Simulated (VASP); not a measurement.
Wanted: the native input for a VASP 6.6.1 run.

- Task: single point
- Functional: PBE
- Potentials or basis: VASP PAW PBE potentials, release 64 (Si, C)
- Cutoff: 520 eV
- k mesh: 10 × 10 × 10
- Occupations: gaussian, width 0.01 eV
- Spin: no spin polarisation
- Dipole correction: no
- Further INCAR settings: ALGO = Normal; EDIFF = 1e-06; NBANDS = 11

The structure of SiC lies in POSCAR:

```
SiC
1.0
    0.0000000000      2.1898721445      2.1898721445
    2.1898721445      0.0000000000      2.1898721445
    2.1898721445      2.1898721445      0.0000000000
Si C
1 1
Direct
    0.0000000000      0.0000000000      0.0000000000
    0.2500000000      0.2500000000      0.2500000000
```

One way to write it, as run:

INCAR

```
PREC = Accurate
ENCUT = 520
EDIFF = 1E-6
ISMEAR = 0
SIGMA = 0.01
LREAL = F
LASPH = T
NELM = 60
ALGO = Normal
ISIF = 2
LWAVE = F
LCHARG = F
GGA = PE
NBANDS = 11
```

KPOINTS

```
Automatic mesh
0
Gamma
  10 10 10
```

Potentials or basis: VASP PAW PBE potentials, release 64 (Si, C).

Run with:

```console
$ cat potpaw_PBE.64/Si/POTCAR potpaw_PBE.64/C/POTCAR > POTCAR
$ mpirun -np 1 vasp_std > vasp.out
```

Results of the run:

```json
{"Pressure": "0.0 GPa", "Band gap on the k mesh": "1.37 eV, indirect (least direct gap 4.53 eV)"}
```

Wall time 4.7 s on 1 thread of Intel(R) Xeon(R) 6975P-C (Granite Rapids), with other jobs on the host, peak memory 0.13 GiB.
